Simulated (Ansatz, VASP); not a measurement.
# Nb in VASP and in Ansatz

Contents of INCAR:

```
ALGO     = Normal         # electronic algorithm
EDIFF    = 1E-6           # SCF threshold, eV
ENCUT    = 520            # plane-wave cutoff, eV
GGA      = RP             # functional
ISIF     = 2              # what is computed and relaxed
ISMEAR   = -1             # smearing method
LASPH    = T              # aspherical terms in the spheres
LCHARG   = F              # write CHGCAR
LREAL    = F              # projectors in reciprocal space
LWAVE    = F              # write WAVECAR
NBANDS   = 20             # bands
NELM     = 80             # most SCF steps
PREC     = Accurate       # precision mode
SIGMA    = 0.1            # smearing width, eV
```

Contents of KPOINTS:

```
k-points
0
Gamma
  14 14 7
```

File POSCAR:

```
Nb
1.0
    2.9621566957      0.0000000000      0.0000000000
   -1.4810783479      2.5653029485      0.0000000000
    0.0000000000      0.0000000000      5.4080838896
Nb
2
Direct
    0.3333333333      0.6666666667      0.2500000000
    0.6666666667      0.3333333333      0.7500000000
```

Input for Ansatz:

```yaml
crystal:
  lattice:
    - [2.9621566957, 0.0, 0.0]
    - [-1.4810783479, 2.5653029485, 0.0]
    - [0.0, 0.0, 5.4080838896]
  atoms:
    - { symbol: Nb, position: [0.3333333333, 0.6666666667, 0.25] }
    - { symbol: Nb, position: [0.6666666667, 0.3333333333, 0.75] }
hamiltonian:
  xc: rpbe
  pseudopotentials:
    kind: paw
    azcp:
      Nb: "pseudopotentials/Nb.paw.azcp"
basis:
  ecutwfc: 420
  fft_grid_basis: typed
kpoints:
  mp_grid: { grid: [14, 14, 7], shift: [0, 0, 0] }
magnetization:
  spin_polarized: false
scf:
  occupations: { method: fermi_dirac, width: 0.1 }
  lower_state_search: "off"
output:
  stress: true
```

Alike in both runs: task single point; functional RPBE; k mesh 14 × 14 × 7; occupations fermi-dirac, width 0.1 eV; no spin polarisation.

|  | VASP | Ansatz |
| --- | --- | --- |
| version | VASP 6.6.1 | Ansatz 0.2.0 |
| potentials or method | VASP PAW PBE potentials, release 64 (Nb_sv), cutoff 520 eV | plane waves (420 eV) with PAW, scalar-relativistic |
| valence electrons in the cell | 26 | 26 |

|  | VASP | Ansatz | Ansatz less VASP |
| --- | --- | --- | --- |
| pressure (GPa) | -10.5 | -10.3 | +0.26 |
| traceless stress, the component that is largest in VASP (GPa) | 0.74 | 0.76 | +0.022 |

VASP's potentials were made for PBE, not for RPBE.
